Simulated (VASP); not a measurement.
Wanted: the native input for a VASP 6.6.1 run.

* Task: single point
* Functional: PBE
* Potentials or basis: VASP PAW PBE potentials, release 64 (Cl)
* Cutoff: 520 eV
* k mesh: 4 × 4 × 4
* Occupations: gaussian, width 0.1 eV
* Spin: no spin polarisation
* Dipole correction: no
* Further INCAR settings: ALGO = Normal; EDIFF = 1e-07; NBANDS = 38

The structure of Cl lies in POSCAR:

```
Cl
1.0
    5.5118300719      0.0000000000      0.0000000000
    0.0000000000      5.5118300719      0.0000000000
    0.0000000000      0.0000000000      5.5118300719
Cl
8
Direct
    0.5000000000      0.5000000000      0.5000000000
    0.0000000000      0.0000000000      0.0000000000
    0.2500000000      0.0000000000      0.5000000000
    0.5000000000      0.2500000000      0.0000000000
    0.5000000000      0.7500000000      0.0000000000
    0.7500000000      0.0000000000      0.5000000000
    0.0000000000      0.5000000000      0.7500000000
    0.0000000000      0.5000000000      0.2500000000
```

The input as run:

INCAR

```
  PREC = Accurate
  ENCUT = 520
  EDIFF = 1E-7
  ISMEAR = 0
  SIGMA = 0.1
  LREAL = False
  LASPH = True
  NELM = 60
  ALGO = Normal
  ISIF = 2
  LWAVE = False
  LCHARG = True
  GGA = PE
  LELF = True
  LVHAR = True
  NBANDS = 38
```

KPOINTS

```
regular mesh
0
Gamma
  4 4 4
```

Potentials or basis: VASP PAW PBE potentials, release 64 (Cl).

Run with:

```console
$ cat potpaw_PBE.64/Cl/POTCAR > POTCAR
$ mpirun -np 1 vasp_std > vasp.out
```

It gave:

```yaml
Pressure: 0.0 GPa
Band_gap_on_the_k_mesh: zero (bands 28 and 29 overlap by 0.77 eV)
```

Run time: 27 s on 1 thread of Intel(R) Xeon(R) 6975P-C (Granite Rapids) (shared host), peak memory 0.26 GiB.
